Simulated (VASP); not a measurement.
Set up this calculation in VASP 6.6.1, as the native input.

```
Task                   : single point
Functional             : PBE
Dispersion             : D3(BJ)
Potentials or basis    : VASP PAW PBE potentials, release 64 (O, H, N)
Cutoff                 : 520 eV
k mesh                 : 1 × 1 × 1
Occupations            : fermi-dirac, width 0.05 eV
Spin                   : no spin polarisation
Dipole correction      : no
Further INCAR settings : LREAL = Auto; ALGO = Normal; EDIFF = 1e-06; NBANDS = 56
```

The structure of H19NO8 lies in POSCAR:

```
H19NO8
1.0
    6.0659390000      0.0000000000      0.0000000000
    0.0000000000      6.0659390000      0.0000000000
    0.0000000000      0.0000000000      6.0659390000
O H N
8 19 1
Direct
    0.2102466734      0.3046492961      0.5098630716
    0.5774505198      0.4254133135      0.2673349028
    0.7401260915      0.2143062706      0.8276181451
    0.8692888866      0.6215854773      0.5636244038
    1.0833830535      0.4821966118     -0.0045003063
   -0.1246334524      0.0798223062      0.2744127146
    0.4824927413      0.6159293567      0.8472419028
    0.5274668176      0.9465207108      0.5280662443
    0.2761933870      0.1750755598      0.5802424486
    0.3303563642      0.3557163246      0.4109553416
    0.5527396740      0.4982268598      0.1241102583
    0.6777272782      0.2996335405      0.2388223651
    0.6687287254      0.1165556423      0.7171778995
    0.7546702941      0.1249058227      0.9606005322
    0.9989051348      0.5259193988      0.5589080302
    0.7725081729      0.5610678444      0.4482359402
    1.0239863949      0.6241524525      0.0404361389
    0.9674178316      0.4146723856     -0.0954774245
   -0.0341299713      0.1692107319      0.3768024468
    0.0026761539      0.0230328125      0.1777109380
    0.3354325693      0.5451344676      0.8570901852
    0.5846728870      0.5076422693      0.7834596549
    0.6677690684      0.9377171014      0.4442205648
    0.5227156618      0.8134420146      0.6219995312
    0.2947739090      0.1505208261      1.0370301901
    0.3459268270     -0.0414507951      1.2186540696
    0.3259362138     -0.1075006597      0.9584583190
    0.2581056930     -0.0091413427      1.0773950913
```

These files were run (other wordings do the same):

INCAR

```
  PREC = Accurate
  ENCUT = 520
  EDIFF = 1E-6
  ISMEAR = -1
  SIGMA = 0.05
  LREAL = Auto
  LASPH = T
  NELM = 60
  ALGO = Normal
  ISIF = 2
  LWAVE = F
  LCHARG = F
  GGA = PE
  IVDW = 12
  NBANDS = 56
```

KPOINTS

```
Automatic mesh
0
Gamma
  1 1 1
```

Potentials or basis: VASP PAW PBE potentials, release 64 (O, H, N).

Run with:

```bash
$ cat potpaw_PBE.64/O/POTCAR potpaw_PBE.64/H/POTCAR potpaw_PBE.64/N/POTCAR > POTCAR
$ mpirun -np 1 vasp_gam > vasp.out
```

It gave:

The pressure is 0.6 GPa and the largest force is 0.210 eV/Å. The band gap on the k mesh is 4.57 eV. The dispersion energy per atom is -0.044 eV.

Caveat: the k points lie up to 1.04 Å⁻¹ apart.

Run time: 15 s on 1 thread of AMD EPYC 9R45 96-Core Processor (Zen 5) (shared host), peak memory 0.3 GiB.
